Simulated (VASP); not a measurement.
# Ru (Pm-3m) in VASP: a series of runs, part 2 of 2

VASP 6.6.1. Earlier steps stand in the parts before.

## (4) Relaxation of cell and atoms, revPBE

This run uses another cell than the first one, of 14.64 Å³/atom.

Input file INCAR:

```
SYSTEM = Ru
PREC     = Accurate       ! precision mode
ENCUT    = 600            ! plane-wave cutoff, eV
EDIFF    = 1E-6           ! SCF threshold, eV
ISMEAR   = -1             ! smearing method
SIGMA    = 0.1            ! smearing width, eV
LREAL    = .FALSE.        ! projectors in reciprocal space
LASPH    = .TRUE.         ! aspherical terms in the spheres
NELM     = 80             ! most SCF steps
ALGO     = Normal         ! electronic algorithm
ISIF     = 3              ! what is computed and relaxed
LWAVE    = .FALSE.        ! write WAVECAR
LCHARG   = .FALSE.        ! write CHGCAR
GGA      = RE             ! functional
IBRION   = 2              ! ionic algorithm
NSW      = 80             ! ionic steps
EDIFFG   = -0.01          ! ionic threshold
```

Input file KPOINTS:

```
regular mesh
0
G
  13 13 13
  0 0 0
```

Input file POSCAR:

```
Ru
1.0
    2.4462764308      0.0000000000      0.0000000000
    0.0000000000      2.4462764308      0.0000000000
    0.0000000000      0.0000000000      2.4462764308
Ru
1
Direct
    0.0000000000      0.0000000000      0.0000000000
```

Potentials or basis: VASP PAW PBE potentials, release 64 (Ru_pv).

The run is started by

```
$ cat potpaw_PBE.64/Ru_pv/POTCAR > POTCAR
$ mpirun -np 1 vasp_std > vasp.out
```

OUTCAR:

```text
SYSTEM = Ru
   PREC = Accurate
   ENCUT = 600
   EDIFF = 1E-6
   ISMEAR = -1
   LREAL = .FALSE.
   LASPH = .TRUE.
   NELM = 80
   ISIF = 3
   GGA = RE
   IBRION = 2
   NSW = 80
   EDIFFG = -0.01

 ion  position               nearest neighbor table
   1  0.000  0.000  0.000-

  LATTYP: Found a simple cubic cell.
 ALAT       =     2.4462764308

  Lattice vectors:

 A1 = (   2.4462764308,   0.0000000000,   0.0000000000)
 A2 = (   0.0000000000,   2.4462764308,   0.0000000000)
 A3 = (   0.0000000000,   0.0000000000,   2.4462764308)

Analysis of symmetry for initial positions (statically):
=====================================================================
 Subroutine PRICEL returns:
 Original cell was already a primitive cell.

 Routine SETGRP: Setting up the symmetry group for a
 simple cubic supercell.

 Subroutine GETGRP returns: Found 48 space group operations
 (whereof 48 operations were pure point group operations)
 out of a pool of 48 trial point group operations.

The static configuration has the point symmetry O_h .

Analysis of symmetry for dynamics (positions and initial velocities):
=====================================================================
 Subroutine PRICEL returns:
 Original cell was already a primitive cell.

 Routine SETGRP: Setting up the symmetry group for a
 simple cubic supercell.

 Subroutine GETGRP returns: Found 48 space group operations
 (whereof 48 operations were pure point group operations)
 out of a pool of 48 trial point group operations.

The dynamic configuration has the point symmetry O_h .

 Subroutine INISYM returns: Found 48 space group operations
 (whereof 48 operations are pure point group operations),
 and found     1 'primitive' translations

----------------------------------------------------------------------------------------

                                     Primitive cell

  volume of cell :      14.6392

  direct lattice vectors                    reciprocal lattice vectors
[... 131 lines left out ...]
  ---------------------------------------------------
  free energy    TOTEN  =        -7.53620344 eV

  energy without entropy =       -7.49457833  energy(sigma->0) =       -7.51539089

------------------------ aborting loop because EDIFF is reached ----------------------------------------

  FORCE on cell =-STRESS in cart. coord.  units (eV):
  Direction    XX          YY          ZZ          XY          YZ          ZX
  --------------------------------------------------------------------------------------
  -------------------------------------------------------------------------------------
  Total        2.2070005      2.2070005      2.2070005     -0.0000000     -0.0000000      0.0000000
  in kB      241.5440948    241.5440948    241.5440948     -0.0000000     -0.0000000      0.0000000
  external PRESSURE =     241.5440948 kB  Pullay stress =       0.0000000 kB
[... 22 lines left out ...]
--------------------------------------- Ionic step        2  -------------------------------------------

 number of electron      14.0000012 magnetization

 E-fermi :   7.3043     XC(G=0): -11.6720

 val. band max:        7.2987329967   @ k =   0.3077   0.0769   0.0769
 cond. band min:       7.3436291943   @ k =   0.3846   0.2308   0.1538
 fundamental gap:      0.0448961976
 Fermi energy:         7.3042888863

 k-point     1 :       0.0000    0.0000    0.0000
  band No.  band energies     occupation
      1     -34.9571      2.00000
      2     -34.9571      2.00000
      3     -34.9571      2.00000
      4       1.4916      2.00000
      5       3.4356      2.00000
      6       3.4356      2.00000
      7       8.4110      0.00003
      8       8.4110      0.00003
      9       8.4110      0.00003
     10      18.6625      0.00000
     11      22.3130      0.00000
[... 385 lines left out ...]
  FREE ENERGIE OF THE ION-ELECTRON SYSTEM (eV)
  ---------------------------------------------------
  free  energy   TOTEN  =        -7.6327675400 eV

  energy  without entropy=       -7.5831088814  energy(sigma->0) =       -7.60793821

[... ionic steps 4 to 14 ...]

--------------------------------------- Ionic step       15  -------------------------------------------

 number of electron      14.0000000 magnetization

------------------------ aborting loop because EDIFF is reached ----------------------------------------
[... 65 lines left out ...]
--------------------------------------- Ionic step       17  -------------------------------------------

 number of electron      14.0000000 magnetization

 Free energy of the ion-electron system (eV)
  ---------------------------------------------------
  ext. energy  EPLUGINS =         0.00000000
  ---------------------------------------------------
  free energy    TOTEN  =        -7.63329456 eV

  energy without entropy =       -7.58431057  energy(sigma->0) =       -7.60880256

 E-fermi :  10.3388     XC(G=0): -12.8854

 val. band max:       10.3255768934   @ k =   0.3077   0.0769   0.0769
 cond. band min:      10.3551466582   @ k =   0.3846   0.0769   0.0000
 fundamental gap:      0.0295697648
 Fermi energy:        10.3388363354

 k-point     1 :       0.0000    0.0000    0.0000
  band No.  band energies     occupation
      1     -32.0556      2.00000
      2     -32.0556      2.00000
      3     -32.0556      2.00000
      4       3.3213      2.00000
      5       5.1257      2.00000
      6       5.1257      2.00000
      7      11.9131      0.00000
      8      11.9131      0.00000
      9      11.9131      0.00000
     10      21.3762      0.00000
     11      26.9153      0.00000
[... 350 lines left out ...]
  FREE ENERGIE OF THE ION-ELECTRON SYSTEM (eV)
  ---------------------------------------------------
  free  energy   TOTEN  =        -7.6332945630 eV

  energy  without entropy=       -7.5843105651  energy(sigma->0) =       -7.60880256

 reached required accuracy - stopping structural energy minimisation
```

CONTCAR:

```text
Ru
   1.00000000000000
     2.5220268271908068   -0.0000000000000000   -0.0000000000000001
    -0.0000000000000000    2.5220268271908068   -0.0000000000000001
     0.0000000000000001   -0.0000000000000000    2.5220268271908068
  Ru
     1
Direct
     0.0000000000000000    0.0000000000000000    1.0000000000000000

  0.00000000E+00  0.00000000E+00  0.00000000E+00
```

It took 96 s on 1 thread of Intel Xeon 8259CL, shared host; peak memory 0.14 GiB.

Results:

```
Free energy                           : -7.6333 eV
Relaxed volume                        : 16.04 Å³/atom
Relaxed cell                          : a = 2.522 Å, b = 2.522 Å, c = 2.522 Å, α = 90.00°, β = 90.00°, γ = 90.00°
Space group after relaxing (to 0.1 Å) : Pm-3m (No. 221)
Energy gained by relaxing             : 97.1 meV/atom
Ionic steps                           : 17
Pressure after relaxing               : 0.1 GPa
Band gap on the k mesh                : zero (bands 7 and 8 overlap by 4.25 eV)
```

Step by step:
```tsv
step	energy change (eV)	largest force (eV/Å)	pressure (GPa)	volume (Å³)
1	0.0000	0.0000	24.15	14.64
2	0.2876	0.0000	-26.31	19.83
3	-0.0966	0.0000	-1.47	16.16
4	-0.0971	0.0000	-0.22	16.06
5	-0.0971	0.0000	0.19	16.03
6	-0.0971	0.0000	0.20	16.03
7	-0.0971	0.0000	0.22	16.04
8	-0.0971	0.0000	0.17	16.04
9	-0.0971	0.0000	0.17	16.04
10	-0.0971	0.0000	0.17	16.04
11	-0.0971	0.0000	0.17	16.04
12	-0.0971	0.0000	0.17	16.04
13	-0.0971	0.0000	0.17	16.04
14	-0.0971	0.0000	0.18	16.04
15	-0.0971	0.0000	0.19	16.04
16	-0.0971	0.0000	0.13	16.04
17	-0.0971	0.0000	0.10	16.04
```

Final structure:
```
Ru
1.0
     2.52203    0.00000    0.00000
     0.00000    2.52203    0.00000
     0.00000    0.00000    2.52203
Ru
1
Direct
  0.00000 0.00000 0.00000
```

Caveat: the PAW data sets were made with another functional, which shifts forces and pressure a little.

## (5) Single point, revPBE

This run uses another cell than the first one, of 16.05 Å³/atom.

Input file INCAR:

```
SYSTEM = Ru
PREC     = Accurate       ! precision mode
ENCUT    = 520            ! plane-wave cutoff, eV
EDIFF    = 1E-6           ! SCF threshold, eV
ISMEAR   = -1             ! smearing method
SIGMA    = 0.1            ! smearing width, eV
LREAL    = .False.        ! projectors in reciprocal space
LASPH    = .True.         ! aspherical terms in the spheres
NELM     = 60             ! most SCF steps
ALGO     = Normal         ! electronic algorithm
ISIF     = 2              ! what is computed and relaxed
LWAVE    = .False.        ! write WAVECAR
LCHARG   = .False.        ! write CHGCAR
GGA      = RE             ! functional
NBANDS   = 13             ! bands
```

Input file KPOINTS:

```
Automatic mesh
0
Gamma
  20 20 20
  0 0 0
```

Input file POSCAR:

```
Ru
1.0
    2.5224189946      0.0000000000      0.0000000000
    0.0000000000      2.5224189946      0.0000000000
    0.0000000000      0.0000000000      2.5224189946
Ru
1
Direct
    0.0000000000      0.0000000000      0.0000000000
```

The run is started by

```
$ cat potpaw_PBE.64/Ru_pv/POTCAR > POTCAR
$ mpirun -np 1 vasp_std > vasp.out
```

Wall time 51 s (1 thread of Intel Xeon 8259CL, shared host); peak memory 0.17 GiB.

Results (log left out):

```yaml
Free_energy: -7.6376 eV
Pressure: 0.1 GPa
Band_gap_on_the_k_mesh: zero (bands 7 and 8 overlap by 4.68 eV)
```

Levels at points of the mesh, in eV from the Fermi level:
```
           k point  band 4  band 5  band 6  band 7  band 8  band 9  band 10  band 11
(0.00, 0.00, 0.00)   -7.02   -5.21   -5.21    1.57    1.57    1.57    11.04    16.57
(0.50, 0.00, 0.00)   -4.48   -4.36   -0.97   -0.97   -0.20    1.82     7.21    11.04
(0.50, 0.50, 0.00)   -5.91   -3.52   -0.47   -0.47    3.42    5.64     5.64    11.03
(0.50, 0.50, 0.50)   -4.59   -4.59   -4.59    3.59    3.59    9.21    11.04    12.51
```

Caveat: an empty level that is flat over the whole mesh can mark a ghost state of the potentials, or a narrow d or f band; the PAW data sets were made with another functional, which shifts forces and pressure a little.

## (6) Overview

```tsv
task	cell	k mesh	cutoff (eV)	gap on the mesh (eV)	pressure (GPa)
single point	a = 2.588 Å, 1 atom	14 × 14 × 14	520	none	-13.3
single point	a = 2.620 Å, 1 atom	14 × 14 × 14	520	none	-17.9
relaxation of cell and atoms	relaxed from a = 2.446 Å, 1 atom	13 × 13 × 13	600	none	0.1
single point	a = 2.522 Å, 1 atom	20 × 20 × 20	520	none	0.1
```

Alike in all rows: level revPBE; potentials or basis VASP PAW PBE potentials, release 64 (Ru_pv); no spin polarisation; smearing fermi-dirac 0.1 eV.

Caveats: the PAW data sets were made with another functional, which shifts forces and pressure a little; an empty level that is flat over the whole mesh can mark a ghost state of the potentials, or a narrow d or f band (at least some runs); the cell stands under tension (at least some runs).

Absolute energies hang on the potentials; compare differences alone.
